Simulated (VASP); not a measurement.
# Ni in VASP: a series of runs, part 2 of 2

VASP 6.6.1. The steps go on from the part before.

### 3 Single point, PBE, collinear spin, ferromagnetic start

This run uses another cell than the first one, of 10.28 Å³/atom, 1.021 times its volume.

INCAR reads:

```
ALGO = Normal
EDIFF = 1E-6
ENCUT = 520
GGA = PE
ISIF = 2
ISMEAR = -1
ISPIN = 2
LASPH = True
LCHARG = False
LMAXMIX = 4
LORBIT = 11
LREAL = False
LWAVE = False
MAGMOM = 1
NBANDS = 15
NELM = 150
PREC = Accurate
SIGMA = 0.05
```

KPOINTS reads:

```
k-points
0
Gamma
  11 11 11
```

POSCAR reads:

```
Ni
1.0
    0.0000000000      1.7375729330      1.7028214743
    1.7375729330      0.0000000000      1.7028214743
    1.7375729330      1.7375729330      0.0000000000
Ni
1
Direct
    0.0000000000      0.0000000000      0.0000000000
```

Potentials or basis: VASP PAW PBE potentials, release 64 (Ni).

The run is started by

```
$ cat potpaw_PBE.64/Ni/POTCAR > POTCAR
$ mpirun -np 1 vasp_std > vasp.out
```

Wall time 52 s (1 thread of Intel Xeon 8259CL, shared host); peak memory 0.14 GiB.

It converged, with:

```yaml
Free_energy: -5.4552 eV
Pressure: 12.6 GPa
Net_moment: 0.57 μB per cell
Site_moments: Ni +0.58 μB
Valence_electrons_inside_the_program's_atomic_spheres: Ni 9.42
```

Stress tensor (GPa, compression positive):
```
11.66  0.00  0.00
 0.00 11.66  0.00
 0.00  0.00 14.47
```

Levels at points of the mesh, in eV from the Fermi level:
Spin up:
| k point | band 2 | band 3 | band 4 | band 5 | band 6 | band 7 | band 8 | band 9 |
| --- | --- | --- | --- | --- | --- | --- | --- | --- |
| (0.00, 0.00, 0.00) | -2.58 | -2.58 | -2.45 | -1.35 | -1.20 | 24.22 | 28.43 | 28.43 |
Spin down:
```
           k point  band 2  band 3  band 4  band 5  band 6  band 7  band 8  band 9
(0.00, 0.00, 0.00)   -1.89   -1.89   -1.76   -0.80   -0.67   24.07   28.40   28.40
```

### 4 Single point, PBE, collinear spin, ferromagnetic start

This run uses another cell than the first one, of 10.39 Å³/atom, 1.031 times its volume.

INCAR reads:

```
SYSTEM = Ni
ALGO = Normal
EDIFF = 1E-6
ENCUT = 520
GGA = PE
ISIF = 2
ISMEAR = -1
ISPIN = 2
LASPH = .TRUE.
LCHARG = .TRUE.
LELF = .TRUE.
LMAXMIX = 4
LORBIT = 11
LREAL = .FALSE.
LVHAR = .TRUE.
LWAVE = .FALSE.
MAGMOM = 1
NBANDS = 15
NELM = 150
PREC = Accurate
SIGMA = 0.05
```

KPOINTS reads:

```
k-points
0
G
  11 11 11
  0 0 0
```

POSCAR reads:

```
Ni
1.0
    0.0000000000      1.7375729330      1.7201972037
    1.7375729330      0.0000000000      1.7201972037
    1.7375729330      1.7375729330      0.0000000000
Ni
1
Direct
    0.0000000000      0.0000000000      0.0000000000
```

Potentials or basis: VASP PAW PBE potentials, release 64 (Ni).

The run is started by

```
$ cat potpaw_PBE.64/Ni/POTCAR > POTCAR
$ mpirun -np 1 vasp_std > vasp.out
```

OUTCAR:

```text
SYSTEM = Ni
   EDIFF = 1E-6
   ENCUT = 520
   GGA = PE
   ISIF = 2
   ISMEAR = -1
   ISPIN = 2
   LASPH = .TRUE.
   LORBIT = 11
   LREAL = .FALSE.
   NELM = 150
   PREC = Accurate

 ion  position               nearest neighbor table
   1  0.000  0.000  0.000-

  LATTYP: Found a body centered tetragonal cell.
 ALAT       =     2.4572992075
 C/A-ratio  =     1.4000714268

  Lattice vectors:

 A1 = (   0.0000000000,  -1.7375729330,  -1.7201972037)
 A2 = (   0.0000000000,   1.7375729330,  -1.7201972037)
 A3 = (   1.7375729330,   0.0000000000,   1.7201972037)

Analysis of symmetry for initial positions (statically):
=====================================================================
 Subroutine PRICEL returns:
 Original cell was already a primitive cell.

 Routine SETGRP: Setting up the symmetry group for a
 body centered tetragonal supercell.

 Subroutine GETGRP returns: Found 16 space group operations
 (whereof 16 operations were pure point group operations)
 out of a pool of 16 trial point group operations.

[... 624 lines left out ...]
      2       8.1970      1.00000
      3       8.1970      1.00000
      4       8.2589      1.00000
      5       9.2794      1.00000
      6       9.3479      1.00000
      7      34.0137      0.00000
      8      38.3185      0.00000
      9      38.3185      0.00000
     10      38.4604      0.00000
     11      41.5459      0.00000
     12      41.6229      0.00000
     13      41.6229      0.00000
     14      44.2097      0.00000
[... 403 lines left out ...]
      4       8.8108      1.00000
      5       8.9022      1.00000
      6      10.2075      0.03274
      7      26.0938      0.00000
      8      26.8709      0.00000
      9      36.5678      0.00000
     10      37.7269      0.00000
     11      39.7832      0.00000
     12      43.1168      0.00000
     13      43.9306      0.00000
     14      49.7609      0.00000
     15      52.9287      0.00000

 [... further k-points ...]
[... 5 lines left out ...]
  --------------------------------------------------------------------------------------
  -------------------------------------------------------------------------------------
  Total        0.6187247      0.6187247      0.7098397      0.0000000      0.0000000      0.0000000
  in kB       95.4363317     95.4363317    109.4905289      0.0000000      0.0000000      0.0000000
  external PRESSURE =     100.1210641 kB  Pullay stress =       0.0000000 kB

 VOLUME and BASIS-vectors are now :
 -----------------------------------------------------------------------------
  energy-cutoff  :      520.00
  volume of cell :       10.39
      direct lattice vectors                 reciprocal lattice vectors
     0.000000000  1.737572933  1.720197204    -0.287757705  0.287757705  0.290664349
     1.737572933  0.000000000  1.720197204     0.287757705 -0.287757705  0.290664349
     1.737572933  1.737572933  0.000000000     0.287757705  0.287757705 -0.290664349

 POSITION                                       TOTAL-FORCE (eV/Angst)
 -----------------------------------------------------------------------------------
      0.00000      0.00000      0.00000        -0.000000      0.000000      0.000000
 -----------------------------------------------------------------------------------
    total drift:                                0.000000     -0.000000     -0.000000

  FREE ENERGIE OF THE ION-ELECTRON SYSTEM (eV)
  ---------------------------------------------------
  free  energy   TOTEN  =        -5.4635265313 eV

  energy  without entropy=       -5.4504106852  energy(sigma->0) =       -5.45696861

 total charge

# of ion       s       p       d       tot
------------------------------------------
    1        0.517   0.540   8.339   9.396

 magnetization (x)

# of ion       s       p       d       tot
------------------------------------------
    1       -0.007  -0.027   0.615   0.581
```

It took 60 s on 1 thread of Intel Xeon 8259CL, shared host; peak memory 0.15 GiB.

Results:

- Free energy: -5.4635 eV
- Pressure: 10.0 GPa
- Net moment: 0.57 μB per cell
- Site moments: Ni +0.58 μB
- Valence electrons inside the program's atomic spheres: Ni 9.40

Stress tensor (GPa, compression positive):
```
 9.54  0.00  0.00
 0.00  9.54  0.00
 0.00  0.00 10.95
```

### 5 Single point, PBE, collinear spin, ferromagnetic start

This run uses another cell than the first one, of 10.49 Å³/atom, 1.042 times its volume.

INCAR reads:

```
SYSTEM = Ni
PREC = Accurate
ENCUT = 520
EDIFF = 1E-6
ISMEAR = 0
SIGMA = 0.015
LREAL = .FALSE.
LASPH = .TRUE.
NELM = 150
ALGO = Normal
ISIF = 2
LWAVE = .FALSE.
LCHARG = .FALSE.
ISPIN = 2
MAGMOM = 1
LORBIT = 11
LMAXMIX = 4
GGA = PE
NBANDS = 15
```

KPOINTS reads:

```
regular mesh
0
G
  13 13 13
  0 0 0
```

POSCAR reads:

```
Ni
1.0
    0.0000000000      1.7375729330      1.7375729330
    1.7375729330      0.0000000000      1.7375729330
    1.7375729330      1.7375729330      0.0000000000
Ni
1
Direct
    0.0000000000      0.0000000000      0.0000000000
```

The run is started by

```
$ cat potpaw_PBE.64/Ni/POTCAR > POTCAR
$ mpirun -np 1 vasp_std > vasp.out
```

Run time: 28 s. Hardware: 1 thread of Intel Xeon 8259CL, shared host; peak memory 0.14 GiB.

The run converged. Its results:

```yaml
Free_energy: -5.4644 eV
Pressure: 7.7 GPa
Net_moment: 0.62 μB per cell
Site_moments: Ni +0.63 μB
Valence_electrons_inside_the_program's_atomic_spheres: Ni 9.38
```

Levels at points of the mesh, in eV from the Fermi level:
Spin up:
| k point | band 3 | band 4 | band 5 | band 6 | band 7 | band 8 |
| --- | --- | --- | --- | --- | --- | --- |
| (0.00, 0.00, 0.00) | -2.55 | -2.55 | -1.31 | -1.31 | 24.00 | 28.16 |
Spin down:
| k point | band 2 | band 3 | band 4 | band 5 | band 6 | band 7 | band 8 | band 9 |
| --- | --- | --- | --- | --- | --- | --- | --- | --- |
| (0.00, 0.00, 0.00) | -1.80 | -1.80 | -1.80 | -0.74 | -0.74 | 23.86 | 28.14 | 28.14 |

### 6 Summary

| cell | k mesh | smearing | gap on the mesh (eV) | pressure (GPa) | moment (μB) |
| --- | --- | --- | --- | --- | --- |
| a = 2.409, b = 2.409, c = 2.457 Å, angles 59.3, 59.3, 61.3°, 1 atom | 11 × 11 × 11 | fermi-dirac 0.05 eV | none | 18.3 | 0.57 |
| a = 2.433, b = 2.433, c = 2.457 Å, angles 59.7, 59.7, 60.7°, 1 atom | 11 × 11 × 11 | fermi-dirac 0.05 eV | none | 12.6 | 0.57 |
| a = 2.445, b = 2.445, c = 2.457 Å, angles 59.8, 59.8, 60.3°, 1 atom | 11 × 11 × 11 | fermi-dirac 0.05 eV | none | 10.0 | 0.57 |
| a = 2.457 Å, angles 60.0°, 1 atom | 13 × 13 × 13 | gaussian 0.015 eV | none | 7.7 | 0.62 |

Alike in all rows: task single point; level PBE; potentials or basis VASP PAW PBE potentials, release 64 (Ni); spin collinear, ferromagnetic start; cutoff (eV) 520.

Total energies depend on the potentials used, so only differences within one code and one set of settings carry meaning.
